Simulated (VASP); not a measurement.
# Tc (P6_3/mmc) in VASP: notebook, part 2 of 2

VASP 6.6.1. Earlier steps stand in the parts before.

## Step 4: Single point, LDA (equal xx and yy strain of +1 %)

Input file INCAR:

```
SYSTEM = Tc
PREC = Accurate ; ENCUT = 520
EDIFF = 1E-7 ; ISMEAR = -1
SIGMA = 0.08 ; LREAL = .FALSE.
LASPH = .TRUE. ; NELM = 60
ALGO = Normal ; ISIF = 2
LWAVE = .FALSE. ; LCHARG = .FALSE.
GGA = CA ; NBANDS = 20
```

Input file KPOINTS:

```
regular mesh
0
G
  17 17 9
  0 0 0
```

Input file POSCAR:

```
Tc
1.0
    2.7674001721      0.0000000000      0.0000000000
   -1.3837000860      2.3966388515      0.0000000000
    0.0000000000      0.0000000000      4.3980000000
Tc
2
Direct
    0.3333333333      0.6666666667      0.2500000000
    0.6666666667      0.3333333333      0.7500000000
```

Potentials or basis: VASP PAW LDA potentials, release 64 (Tc_pv).

Command:

```console
> cat potpaw_LDA.64/Tc_pv/POTCAR > POTCAR
> mpirun -np 1 vasp_std > vasp.out
```

OUTCAR:

```text
SYSTEM = Tc
   PREC = Accurate
   ENCUT = 520
   EDIFF = 1E-7
   ISMEAR = -1
   LREAL = .FALSE.
   LASPH = .TRUE.
   NELM = 60
   ISIF = 2
   GGA = CA

 ion  position               nearest neighbor table
   1  0.333  0.667  0.250-   2 2.72   2 2.72   2 2.72   2 2.72   2 2.72   2 2.72
   2  0.667  0.333  0.750-   1 2.72   1 2.72   1 2.72   1 2.72   1 2.72   1 2.72

  LATTYP: Found a hexagonal cell.
 ALAT       =     2.7674001721
 C/A-ratio  =     1.5892172171

  Lattice vectors:

 A1 = (   2.7674001721,   0.0000000000,   0.0000000000)
 A2 = (  -1.3837000860,   2.3966388515,   0.0000000000)
 A3 = (   0.0000000000,   0.0000000000,   4.3980000000)

Analysis of symmetry for initial positions (statically):
=====================================================================
 Subroutine PRICEL returns:
 Original cell was already a primitive cell.

 Routine SETGRP: Setting up the symmetry group for a
 hexagonal supercell.

 Subroutine GETGRP returns: Found 24 space group operations
 (whereof 12 operations were pure point group operations)
 out of a pool of 24 trial point group operations.

The static configuration has the point symmetry D_3d.
 The point group associated with its full space group is D_6h.

Analysis of symmetry for dynamics (positions and initial velocities):
=====================================================================
 Subroutine PRICEL returns:
 Original cell was already a primitive cell.

 Routine SETGRP: Setting up the symmetry group for a
 hexagonal supercell.

 Subroutine GETGRP returns: Found 24 space group operations
 (whereof 12 operations were pure point group operations)
 out of a pool of 24 trial point group operations.

The dynamic configuration has the point symmetry D_3d.
 The point group associated with its full space group is D_6h.

 Subroutine INISYM returns: Found 24 space group operations
[... 104 lines left out ...]
   ISYM   =      2    0-nonsym 1-usesym 2-fastsym
   POTIM  = 0.5000    time-step for ionic-motion
   TEBEG  =    0.0;   TEEND  =   0.0 temperature during run
   PSTRESS=    0.0 pullay stress
   NELECT =      26.0000    total number of electrons
   NUPDOWN=      -1.0000    fix difference up-down
   EMIN   =  10.00;   EMAX   =-10.00  energy-range for DOS
   EFERMI =   0.00;   METHOD = LEGACY
   ISMEAR =    -1;   SIGMA  =   0.08  broadening in eV -4-tet -1-fermi 0-gaus
   EFERMI_NEDOS =   21; number of points for ismear=-14 and -15
   IALGO  =     38    algorithm
   IMIX   =      4    mixing-type and parameters
     AMIX     =   0.40;   BMIX     =  1.00
     AMIX_MAG =   1.60;   BMIX_MAG =  1.00
  volume/ion in A,a.u.               =      14.58        98.42
  Fermi-wavevector in a.u.,A,eV,Ry     =   1.575516  2.977293 33.773050  2.482249
  Thomas-Fermi vector in A             =   2.676488
   LORBIT       =      0    0 simple, 1 ext, 2 COOP (PROOUT), +10 PAW based schemes
   GGA     = CA    functional components
   LHFCALC =     F    Hartree Fock is set to
   AEXX    =    0.0000 exact exchange contribution
   IVDW    =     0    specifies the selected vdW correction
   LEPSILON=     F    determine dielectric tensor
   LRPA    =     F    only Hartree local field effects (RPA)
 non-spin polarized calculation
  energy-cutoff  :      520.00
  volume of cell :       29.17
 maximum number of plane-waves:       802
 NGX is ok and might be reduce to    24
   NGX = 11   NGY = 11   NGZ = 17

 number of electron      25.9999998 magnetization

 Free energy of the ion-electron system (eV)
  ---------------------------------------------------
  ext. energy  EPLUGINS =         0.00000000
  ---------------------------------------------------
  free energy    TOTEN  =       -23.40200521 eV

  energy without entropy =      -23.35870574  energy(sigma->0) =      -23.38035548

 E-fermi :  12.1649     XC(G=0): -13.9149

 val. band max:       12.1623227872   @ k =   0.3529   0.1176   0.2222
 cond. band min:      12.1715476665   @ k =   0.1176   0.0588   0.1111
 fundamental gap:      0.0092248793
 Fermi energy:        12.1649432107

 k-point     1 :       0.0000    0.0000    0.0000
  band No.  band energies     occupation
      1     -27.0538      2.00000
      2     -26.0039      2.00000
      3     -26.0039      2.00000
      4     -25.8167      2.00000
      5     -25.8167      2.00000
      6     -25.7571      2.00000
[... 541 lines left out ...]
     19      22.6611      0.00000
     20      25.8993      0.00000

 [... further k-points ...]
[... 5 lines left out ...]
  --------------------------------------------------------------------------------------
  -------------------------------------------------------------------------------------
  Total       -3.1906567     -3.1906567     -2.9550794     -0.0000000     -0.0000000     -0.0000000
  in kB     -175.2511479   -175.2511479   -162.3117465     -0.0000000     -0.0000000     -0.0000000
  external PRESSURE =    -170.9380141 kB  Pullay stress =       0.0000000 kB

 VOLUME and BASIS-vectors are now :
 -----------------------------------------------------------------------------
  energy-cutoff  :      520.00
  volume of cell :       29.17
      direct lattice vectors                 reciprocal lattice vectors
     2.767400172  0.000000000  0.000000000     0.361349981  0.208625509  0.000000000
    -1.383700086  2.396638852  0.000000000     0.000000000  0.417251018  0.000000000
     0.000000000  0.000000000  4.398000000     0.000000000  0.000000000  0.227376080

 POSITION                                       TOTAL-FORCE (eV/Angst)
 -----------------------------------------------------------------------------------
     -0.00000      1.59776      1.09950        -0.000000      0.000000      0.000000
      1.38370      0.79888      3.29850         0.000000     -0.000000      0.000000
 -----------------------------------------------------------------------------------
    total drift:                               -0.000000      0.000000     -0.000000

  FREE ENERGIE OF THE ION-ELECTRON SYSTEM (eV)
  ---------------------------------------------------
  free  energy   TOTEN  =       -23.4020052117 eV

  energy  without entropy=      -23.3587057408  energy(sigma->0) =      -23.38035548
```

Run time: 91 s. Hardware: 1 thread of Intel Xeon 8259CL, shared host; peak memory 0.2 GiB.

What came out:

```yaml
Free_energy: -23.4020 eV
Pressure: -17.1 GPa
Band_gap_on_the_k_mesh: zero (bands 13 and 14 overlap by 2.95 eV)
```

Levels at points of the mesh, in eV from the Fermi level:
```csv
k point,band 10,band 11,band 12,band 13,band 14,band 15,band 16,band 17
"(0.00, 0.00, 0.00)",-1.51,-1.34,-0.79,-0.79,-0.18,-0.18,1.77,2.49
```

Caveat: the cell differs from its parent crystal (equal xx and yy strain of +1 %); the cell stands under tension.

## Step 5: Overview

```csv
cell,gap on the mesh (eV),pressure (GPa)
"a = 2.758, b = 2.758, c = 4.427 Å, angles 90.0, 90.0, 120.0°, 2 atoms",none,-17.1
"a = 2.740, b = 2.740, c = 4.486 Å, angles 90.0, 90.0, 120.0°, 2 atoms",none,-17.0
"a = 2.767, b = 2.767, c = 4.398 Å, angles 90.0, 90.0, 120.0°, 2 atoms",none,-17.1
```

Alike in all rows: task single point; level LDA; potentials or basis VASP PAW LDA potentials, release 64 (Tc_pv); no spin polarisation; k mesh 17 × 17 × 9; cutoff (eV) 520; smearing fermi-dirac 0.08 eV.

Caveats: the cell stands under tension (at least some runs); the stress differs along the axes, from -22 to -14 GPa (at least some runs).

Absolute energies hang on the potentials; compare differences alone.

The gap in the log of VASP goes by the Fermi energy; the results here count the filled bands.